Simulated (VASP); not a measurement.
Set up this calculation in VASP 6.6.1, as the native input.

```yaml
Task: single point
Functional: PBE
Potentials_or_basis: VASP PAW PBE potentials, release 64 (Au)
Cutoff: 520 eV
k_mesh: 7 × 7 × 1
Occupations: fermi-dirac, width 0.05 eV
Spin: no spin polarisation
Dipole_correction: no
Further_INCAR_settings: ALGO = Normal; EDIFF = 1e-07; NBANDS = 18
```

The structure of Au lies in POSCAR:

```
Au
1.0
    4.4744400000      0.0000000000      0.0000000000
   -2.2372200000      3.8749800000      0.0000000000
    0.0000000000      0.0000000000     23.8000000000
Au
2
Direct
    0.3333300000      0.6666700000      0.2941200000
    0.6666700000      0.3333300000      0.2941200000
```

The input as run:

INCAR

```
SYSTEM = Au
ALGO = Normal
EDIFF = 1E-7
ENCUT = 520
GGA = PE
ISIF = 2
ISMEAR = -1
LASPH = .TRUE.
LCHARG = .TRUE.
LELF = .TRUE.
LREAL = .FALSE.
LVHAR = .TRUE.
LWAVE = .FALSE.
NBANDS = 18
NELM = 80
PREC = Accurate
SIGMA = 0.05
```

KPOINTS

```
k-points
0
G
  7 7 1
  0 0 0
```

Potentials or basis: VASP PAW PBE potentials, release 64 (Au).

Command:

```console
$ cat potpaw_PBE.64/Au/POTCAR > POTCAR
$ mpirun -np 1 vasp_std > vasp.out
```

It gave:

| Property | Result |
| --- | --- |
| Band gap on the k mesh | 0.39 eV |

Caveat: spin-orbit coupling is left out, which moves the levels of the heavy elements.

Run time: 2.3 min on 1 thread of Intel(R) Xeon(R) Platinum 8124M CPU @ 3.00GHz (Skylake/Cascade Lake) (shared host), peak memory 0.53 GiB.
